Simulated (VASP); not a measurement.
## Ti: single point with LDA

Ti:

```
Ti
1.0
     2.86387    0.00000    0.00000
    -1.43193    2.48018    0.00000
     0.00000    0.00000    4.53999
Ti
2
Direct
  0.33333 0.66667 0.25000
  0.66667 0.33333 0.75000
```

```json
{
 "Program": "VASP 6.6.1",
 "Task": "single point",
 "Functional": "LDA",
 "Potentials or basis": "VASP PAW LDA potentials, release 64 (Ti_sv)",
 "Cutoff": "520 eV",
 "k mesh": "13 × 13 × 7",
 "Occupations": "methfessel-paxton, width 0.03 eV",
 "Spin": "no spin polarisation"
}
```

The pressure is -0.4 GPa. The band gap on the k mesh is zero (band 12 reaches 9.68 eV, above the bottom of band 13 at 8.59 eV).

Stress tensor (GPa, compression positive):
```
-0.60  0.00  0.00
 0.00 -0.60  0.00
 0.00  0.00  0.06
```

Levels at points of the mesh, in eV from the Fermi level:
```tsv
k point	band 10	band 11	band 12	band 13	band 14	band 15
(0.00, 0.00, 0.00)	-2.91	0.74	0.74	0.87	1.06	1.30
```

It took 28 s on 1 thread of Intel(R) Xeon(R) Platinum 8488C (Sapphire Rapids), with other jobs on the host, peak memory 0.14 GiB.
